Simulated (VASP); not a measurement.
# WC (CsCl type) (Pm-3m) in VASP: notebook

WC (CsCl type) is run at these levels: PBE; tasks: single point.

Program: VASP 6.6.1. These are calculated values, not measurements. Logs are shortened: lines on timing, memory, paths and dates and some standing lists are left out, and cuts for length are marked.

## Step 1: The cell of the first run

The structure is cubic, space group Pm-3m (No. 221). The conventional cell has a = 2.661 Å, b = 2.661 Å, c = 2.661 Å, α = 90.00°, β = 90.00°, γ = 90.00°. W (site symmetry m-3m) has 8 C at 2.30 Å and 6 W at 2.66 Å within 3.0 Å. C (site symmetry m-3m) has 8 W at 2.30 Å and 6 C at 2.66 Å within 3.0 Å.

## Step 2: Single point, PBE

Input file INCAR:

```
SYSTEM = WC
PREC = Accurate
ENCUT = 520
EDIFF = 1E-6
ISMEAR = -1
SIGMA = 0.1
LREAL = .FALSE.
LASPH = .TRUE.
NELM = 60
ALGO = Normal
ISIF = 2
LWAVE = .FALSE.
LCHARG = .FALSE.
GGA = PE
NBANDS = 16
```

Input file KPOINTS:

```
regular mesh
0
G
  14 14 14
  0 0 0
```

Input file POSCAR:

```
WC
1.0
    2.6613619940      0.0000000000      0.0000000000
    0.0000000000      2.6613619940      0.0000000000
    0.0000000000      0.0000000000      2.6613619940
W C
1 1
Direct
    0.0000000000      0.0000000000      0.0000000000
    0.5000000000      0.5000000000      0.5000000000
```

Potentials or basis: VASP PAW PBE potentials, release 64 (W_sv, C).

Run with:

```sh
> cat potpaw_PBE.64/W_sv/POTCAR potpaw_PBE.64/C/POTCAR > POTCAR
> mpirun -np 1 vasp_std > vasp.out
```

OUTCAR:

```text
SYSTEM = WC
   PREC = Accurate
   ENCUT = 520
   EDIFF = 1E-6
   ISMEAR = -1
   LREAL = .FALSE.
   LASPH = .TRUE.
   NELM = 60
   ISIF = 2
   GGA = PE

 ion  position               nearest neighbor table
   1  0.000  0.000  0.000-   2 2.30   2 2.30   2 2.30   2 2.30   2 2.30   2 2.30   2 2.30   2 2.30

   2  0.500  0.500  0.500-   1 2.30   1 2.30   1 2.30   1 2.30   1 2.30   1 2.30   1 2.30   1 2.30

  LATTYP: Found a simple cubic cell.
 ALAT       =     2.6613619940

  Lattice vectors:

 A1 = (   2.6613619940,   0.0000000000,   0.0000000000)
 A2 = (   0.0000000000,   2.6613619940,   0.0000000000)
 A3 = (   0.0000000000,   0.0000000000,   2.6613619940)

Analysis of symmetry for initial positions (statically):
=====================================================================
 Subroutine PRICEL returns:
 Original cell was already a primitive cell.

 Routine SETGRP: Setting up the symmetry group for a
 simple cubic supercell.

 Subroutine GETGRP returns: Found 48 space group operations
 (whereof 48 operations were pure point group operations)
 out of a pool of 48 trial point group operations.

The static configuration has the point symmetry O_h .

Analysis of symmetry for dynamics (positions and initial velocities):
=====================================================================
 Subroutine PRICEL returns:
 Original cell was already a primitive cell.

 Routine SETGRP: Setting up the symmetry group for a
 simple cubic supercell.

 Subroutine GETGRP returns: Found 48 space group operations
 (whereof 48 operations were pure point group operations)
 out of a pool of 48 trial point group operations.

The dynamic configuration has the point symmetry O_h .

 Subroutine INISYM returns: Found 48 space group operations
 (whereof 48 operations are pure point group operations),
 and found     1 'primitive' translations

----------------------------------------------------------------------------------------

                                     Primitive cell

  volume of cell :      18.8500

  direct lattice vectors                    reciprocal lattice vectors
     2.661361994  0.000000000  0.000000000     0.375747456  0.000000000  0.000000000
     0.000000000  2.661361994  0.000000000     0.000000000  0.375747456  0.000000000
     0.000000000  0.000000000  2.661361994     0.000000000  0.000000000  0.375747456

  length of vectors
     2.661361994  2.661361994  2.661361994     0.375747456  0.375747456  0.375747456

  position of ions in fractional coordinates (direct lattice)
     0.000000000  0.000000000  0.000000000
     0.500000000  0.500000000  0.500000000

  ion indices of the primitive-cell ions
   primitive index   ion index
                 1           1
                 2           2

----------------------------------------------------------------------------------------

 KPOINTS: regular mesh

Automatic generation of k-mesh.
 Grid dimensions read from file:
 generate k-points for:   14   14   14

 Generating k-lattice:

  Cartesian coordinates                     Fractional coordinates (reciprocal lattice)
     0.026839104  0.000000000  0.000000000     0.071428571  0.000000000  0.000000000
     0.000000000  0.026839104  0.000000000     0.000000000  0.071428571  0.000000000
     0.000000000  0.000000000  0.026839104     0.000000000  0.000000000  0.071428571

  Length of vectors
     0.026839104  0.026839104  0.026839104

  Shift w.r.t. Gamma in fractional coordinates (k-lattice)
     0.000000000  0.000000000  0.000000000

 Subroutine IBZKPT returns following result:
 ===========================================

 Found    120 irreducible k-points:

 Following reciprocal coordinates:
            Coordinates               Weight
  0.000000  0.000000  0.000000      1.000000
  0.071429  0.000000  0.000000      6.000000
  0.142857  0.000000  0.000000      6.000000
  0.214286  0.000000  0.000000      6.000000
  0.285714  0.000000  0.000000      6.000000
  0.357143  0.000000  0.000000      6.000000
[... 16 lines left out ...]
  0.285714  0.214286  0.000000     24.000000
  0.357143  0.214286  0.000000     24.000000
 [... further k-points ...]
   k-points           NKPTS =    120   k-points in BZ     NKDIM =    120   number of bands    NBANDS=     16
   number of dos      NEDOS =    301   number of ions     NIONS =      2
   total plane-waves  NPLWV =   8000
   dimension x,y,z NGX =    20 NGY =   20 NGZ =   20
   dimension x,y,z NGXF=    40 NGYF=   40 NGZF=   40
   ions per type =               1   1
   NGX,Y,Z   is equivalent  to a cutoff of  12.49, 12.49, 12.49 a.u.
   NGXF,Y,Z  is equivalent  to a cutoff of  24.99, 24.99, 24.99 a.u.
 SYSTEM =  WC
   PREC   = accura    normal or accurate (medium, high low for compatibility)
   ISTART =      0    job   : 0-new  1-cont  2-samecut
   ICHARG =      2    charge: 1-file 2-atom 10-const
   ISPIN  =      1    spin polarized calculation?
   LNONCOLLINEAR =      F non collinear calculations
   LSORBIT =      F    spin-orbit coupling
   LASPH  =      T    aspherical Exc in radial PAW
   ENCUT  =  520.0 eV  38.22 Ry    6.18 a.u.   4.95  4.95  4.95*2*pi/ulx,y,z
   NELM   =     60;   NELMIN=  2; NELMDL= -5     # of ELM steps
   EDIFF  = 0.1E-05   stopping-criterion for ELM
   LREAL  =      F    real-space projection
   EDIFFG = 0.1E-04   stopping-criterion for IOM
   NSW    =      0    number of steps for IOM
   IBRION =     -1    ionic relax: 0-MD 1-quasi-New 2-CG
   NFREE  =      0    steps in history (QN), initial steepest desc. (CG)
   ISIF   =      2    stress and relaxation
   ISYM   =      2    0-nonsym 1-usesym 2-fastsym
   POTIM  = 0.5000    time-step for ionic-motion
   TEBEG  =    0.0;   TEEND  =   0.0 temperature during run
   PSTRESS=    0.0 pullay stress
   NELECT =      18.0000    total number of electrons
   NUPDOWN=      -1.0000    fix difference up-down
   EMIN   =  10.00;   EMAX   =-10.00  energy-range for DOS
   EFERMI =   0.00;   METHOD = LEGACY
   ISMEAR =    -1;   SIGMA  =   0.10  broadening in eV -4-tet -1-fermi 0-gaus
   EFERMI_NEDOS =   21; number of points for ismear=-14 and -15
   IALGO  =     38    algorithm
   IMIX   =      4    mixing-type and parameters
     AMIX     =   0.40;   BMIX     =  1.00
     AMIX_MAG =   1.60;   BMIX_MAG =  1.00
  volume/ion in A,a.u.               =       9.43        63.60
  Fermi-wavevector in a.u.,A,eV,Ry     =   1.612111  3.046449 35.360224  2.598903
  Thomas-Fermi vector in A             =   2.707394
   LORBIT       =      0    0 simple, 1 ext, 2 COOP (PROOUT), +10 PAW based schemes
   GGA     = PE    functional components
[... 5 lines left out ...]
 non-spin polarized calculation
  energy-cutoff  :      520.00
  volume of cell :       18.85
 maximum number of plane-waves:       520
 NGX is ok and might be reduce to    20
   NGX =  9   NGY =  9   NGZ =  9

 number of electron      17.9999994 magnetization

 Free energy of the ion-electron system (eV)
  ---------------------------------------------------
  ext. energy  EPLUGINS =         0.00000000
  ---------------------------------------------------
  free energy    TOTEN  =       -20.48969449 eV

  energy without entropy =      -20.46454035  energy(sigma->0) =      -20.47711742

 E-fermi :  13.4750     XC(G=0): -14.4387

 val. band max:       13.4696102769   @ k =   0.1429   0.0714   0.0714
 cond. band min:      13.4752072006   @ k =   0.0000   0.0000   0.0000
 fundamental gap:      0.0055969237
 Fermi energy:        13.4749807560

 k-point     1 :       0.0000    0.0000    0.0000
  band No.  band energies     occupation
      1     -61.3291      2.00000
      2     -25.0755      2.00000
      3     -25.0755      2.00000
      4     -25.0755      2.00000
      5      -2.5629      2.00000
      6       7.8163      2.00000
[... 8 lines left out ...]
     15      31.6829      0.00000
     16      31.6829      0.00000

 k-point     2 :       0.0714    0.0000    0.0000
  band No.  band energies     occupation
      1     -61.3247      2.00000
      2     -25.1435      2.00000
      3     -25.0694      2.00000
      4     -25.0694      2.00000
      5      -2.4251      2.00000
      6       7.8626      2.00000
[... 8 lines left out ...]
     15      30.5661      0.00000
     16      31.9185      0.00000

 k-point     3 :       0.1429    0.0000    0.0000
  band No.  band energies     occupation
      1     -61.3123      2.00000
      2     -25.3309      2.00000
      3     -25.0522      2.00000
      4     -25.0522      2.00000
      5      -2.0268      2.00000
      6       7.8471      2.00000
[... 8 lines left out ...]
     15      28.6576      0.00000
     16      32.5596      0.00000

 k-point     4 :       0.2143    0.0000    0.0000
  band No.  band energies     occupation
      1     -61.2945      2.00000
      2     -25.5937      2.00000
      3     -25.0273      2.00000
      4     -25.0273      2.00000
      5      -1.4062      2.00000
      6       7.4262      2.00000
[... 8 lines left out ...]
     15      26.8170      0.00000
     16      33.2184      0.00000

 k-point     5 :       0.2857    0.0000    0.0000
  band No.  band energies     occupation
      1     -61.2746      2.00000
      2     -25.8749      2.00000
      3     -24.9994      2.00000
      4     -24.9994      2.00000
      5      -0.6086      2.00000
      6       6.5187      2.00000
[... 8 lines left out ...]
     15      25.2400      0.00000
     16      32.2921      0.00000

 k-point     6 :       0.3571    0.0000    0.0000
  band No.  band energies     occupation
      1     -61.2566      2.00000
      2     -26.1199      2.00000
      3     -24.9742      2.00000
      4     -24.9742      2.00000
      5       0.3204      2.00000
      6       5.3576      2.00000
[... 8 lines left out ...]
     15      24.3346      0.00000
     16      30.9270      0.00000
[... 267 lines left out ...]
 k-point    21 :       0.5000    0.1429    0.0000
  band No.  band energies     occupation
      1     -61.2234      2.00000
      2     -26.3056      2.00000
      3     -25.1884      2.00000
      4     -24.9297      2.00000
      5       1.7154      2.00000
      6       4.1342      2.00000
[... 8 lines left out ...]
     15      25.4190      0.00000
     16      26.2592      0.00000

 k-point    22 :       0.2143    0.2143    0.0000
  band No.  band energies     occupation
      1     -61.2602      2.00000
      2     -25.5569      2.00000
      3     -25.5075      2.00000
      4     -24.9811      2.00000
      5      -0.4767      2.00000
      6       7.2315      2.00000
[... 8 lines left out ...]
     15      28.4922      0.00000
     16      31.4746      0.00000

 k-point    23 :       0.2857    0.2143    0.0000
  band No.  band energies     occupation
      1     -61.2405      2.00000
      2     -25.8088      2.00000
      3     -25.4948      2.00000
      4     -24.9544      2.00000
      5       0.1102      2.00000
      6       6.5414      2.00000
[... 8 lines left out ...]
     15      28.1574      0.00000
     16      31.4164      0.00000

 k-point    24 :       0.3571    0.2143    0.0000
  band No.  band energies     occupation
      1     -61.2228      2.00000
      2     -26.0472      2.00000
      3     -25.4639      2.00000
      4     -24.9303      2.00000
      5       0.7181      2.00000
      6       5.7653      2.00000
[... 8 lines left out ...]
     15      27.4081      0.00000
     16      30.1135      0.00000

 [... further k-points ...]
[... 5 lines left out ...]
  --------------------------------------------------------------------------------------
  -------------------------------------------------------------------------------------
  Total        3.8682113      3.8682113      3.8682113      0.0000000      0.0000000      0.0000000
  in kB      328.7826694    328.7826694    328.7826694      0.0000000      0.0000000      0.0000000
  external PRESSURE =     328.7826694 kB  Pullay stress =       0.0000000 kB

 VOLUME and BASIS-vectors are now :
 -----------------------------------------------------------------------------
  energy-cutoff  :      520.00
  volume of cell :       18.85
      direct lattice vectors                 reciprocal lattice vectors
     2.661361994  0.000000000  0.000000000     0.375747456  0.000000000  0.000000000
     0.000000000  2.661361994  0.000000000     0.000000000  0.375747456  0.000000000
     0.000000000  0.000000000  2.661361994     0.000000000  0.000000000  0.375747456

 POSITION                                       TOTAL-FORCE (eV/Angst)
 -----------------------------------------------------------------------------------
      0.00000      0.00000      0.00000         0.000000      0.000000      0.000000
      1.33068      1.33068      1.33068         0.000000      0.000000      0.000000
 -----------------------------------------------------------------------------------
    total drift:                                0.000000      0.000000      0.000000

  FREE ENERGIE OF THE ION-ELECTRON SYSTEM (eV)
  ---------------------------------------------------
  free  energy   TOTEN  =       -20.4896944862 eV

  energy  without entropy=      -20.4645403487  energy(sigma->0) =      -20.47711742
```

Wall time 26 s (1 thread of Intel Xeon Platinum 8488C (Sapphire Rapids), shared host); peak memory 0.15 GiB.

Results:

- Free energy: -20.4897 eV
- Pressure: 32.9 GPa
- Band gap on the k mesh: zero (band 9 reaches 19.96 eV, above the bottom of band 10 at 12.11 eV)

Caveat: spin-orbit coupling is left out, which moves the levels of the heavy elements.

## Step 3: Single point, PBE

Input file INCAR:

```
SYSTEM = WC
PREC = Accurate ; ENCUT = 520
EDIFF = 1E-6 ; ISMEAR = -1
SIGMA = 0.1 ; LREAL = .False.
LASPH = .True. ; NELM = 80
ALGO = Normal ; ISIF = 2
LWAVE = .False. ; LCHARG = .False.
GGA = PE ; NBANDS = 16
```

Input file KPOINTS:

```
regular mesh
0
Gamma
  14 14 14
  0 0 0
```

Input file POSCAR:

```
WC
1.0
    2.6615145685      0.0000000000      0.0000000000
    0.0000000000      2.6615145685      0.0000000000
    0.0000000000      0.0000000000      2.6615145685
W C
1 1
Direct
    0.0000000000      0.0000000000      0.0000000000
    0.5000000000      0.5000000000      0.5000000000
```

Potentials or basis: VASP PAW PBE potentials, release 64 (W_sv, C).

Run with:

```sh
> cat potpaw_PBE.64/W_sv/POTCAR potpaw_PBE.64/C/POTCAR > POTCAR
> mpirun -np 1 vasp_std > vasp.out
```

Run time: 26 s. Hardware: 1 thread of Intel Xeon Platinum 8488C (Sapphire Rapids), shared host; peak memory 0.15 GiB.

It converged, with:

- Free energy: -20.4904 eV
- Pressure: 32.8 GPa
- Band gap on the k mesh: zero (band 9 reaches 19.96 eV, above the bottom of band 10 at 12.11 eV)

Levels at points of the mesh, in eV from the Fermi level:
```tsv
k point	band 5	band 6	band 7	band 8	band 9	band 10	band 11	band 12	band 13	band 14
(0.00, 0.00, 0.00)	-16.04	-5.66	-5.66	0.00	0.00	0.00	3.17	3.17	3.17	8.16
(0.50, 0.00, 0.00)	-11.52	-10.01	-4.41	-3.72	-3.72	3.75	4.95	7.53	7.53	9.51
(0.50, 0.50, 0.00)	-12.90	-4.71	-4.71	-4.42	-0.08	-0.08	1.15	3.87	6.19	11.31
(0.50, 0.50, 0.50)	-9.03	-9.03	-9.03	-8.28	6.48	6.48	8.35	8.35	8.35	8.87
```

Caveat: spin-orbit coupling is left out, which moves the levels of the heavy elements.
